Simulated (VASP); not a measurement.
Set up this calculation in VASP 6.6.1, as the native input.

```
Task                   : single point
Functional             : LDA
Potentials or basis    : VASP PAW LDA potentials, release 64 (W_sv)
Cutoff                 : 520 eV
k mesh                 : 19 × 19 × 19
Occupations            : fermi-dirac, width 0.08 eV
Spin                   : no spin polarisation
Dipole correction      : no
Further INCAR settings : ALGO = Normal; EDIFF = 1e-07; NBANDS = 13
```

The structure of W lies in POSCAR:

```
W
1.0
   -1.3917149393      1.3917149393      1.3917149393
    1.3917149393     -1.3917149393      1.3917149393
    1.3917149393      1.3917149393     -1.3917149393
W
1
Direct
    0.0000000000      0.0000000000      0.0000000000
```

This cell differs from its parent crystal: volume scaled by 0.7.

The input as run:

INCAR

```
SYSTEM = W
PREC = Accurate ; ENCUT = 520
EDIFF = 1E-7 ; ISMEAR = -1
SIGMA = 0.08 ; LREAL = .FALSE.
LASPH = .TRUE. ; NELM = 60
ALGO = Normal ; ISIF = 2
LWAVE = .FALSE. ; LCHARG = .TRUE.
GGA = CA ; LELF = .TRUE.
LVHAR = .TRUE. ; NBANDS = 13
```

KPOINTS

```
regular mesh
0
G
  19 19 19
  0 0 0
```

Potentials or basis: VASP PAW LDA potentials, release 64 (W_sv).

Command:

```sh
$ cat potpaw_LDA.64/W_sv/POTCAR > POTCAR
$ mpirun -np 1 vasp_std > vasp.out
```

It gave:

```
Pressure               : 256.3 GPa
Band gap on the k mesh : zero (band 7 reaches 25.80 eV, above the bottom of band 8 at 15.67 eV)
```

Caveat: spin-orbit coupling is left out, which moves the levels of the heavy elements.

Wall time 24 s on 1 thread of AMD EPYC 7R13 Processor (Zen 3), with other jobs on the host, peak memory 0.11 GiB.
